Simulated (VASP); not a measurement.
TiO2:

```
Ti O
1.0
     5.58222    0.00000    0.00000
    -2.79111    4.83435    0.00000
     0.00000    0.00000    6.08247
Ti O
3 6
Direct
  0.46694 0.00000 0.33333
  0.00000 0.46694 0.66667
  0.53306 0.53306 0.00000
  0.58107 0.85143 0.12066
  0.72963 0.14857 0.54600
  0.27037 0.41893 0.78733
  0.85143 0.58107 0.87934
  0.14857 0.72963 0.45400
  0.41893 0.27037 0.21267
```

Base run:

* Program: VASP 6.6.1
* Functional: revPBE
* Potentials or basis: VASP PAW PBE potentials, release 64 (Ti_sv, O)
* Cutoff: 520 eV
* k mesh: 6 × 6 × 5
* Occupations: fermi-dirac, width 0.05 eV
* Spin: no spin polarisation

Its results: band gap on the k mesh 3.63 eV (least direct gap 3.64 eV); pressure 3.7 GPa; largest force 0.184 eV/Å.

Q: The run is repeated on the same cell with these changes: functional from revPBE to PBE; occupations from fermi-dirac, width 0.05 eV to gaussian, width 0.014 eV. What comes out?

A: Band gap on the k mesh 3.61 eV (least direct gap 3.62 eV); pressure 1.9 GPa; largest force 0.092 eV/Å.

Caveats: the cell stands under pressure (at least some runs); the PAW data sets were made with another functional, which shifts forces and pressure a little (at least some runs).

A k mesh can miss the band edges.
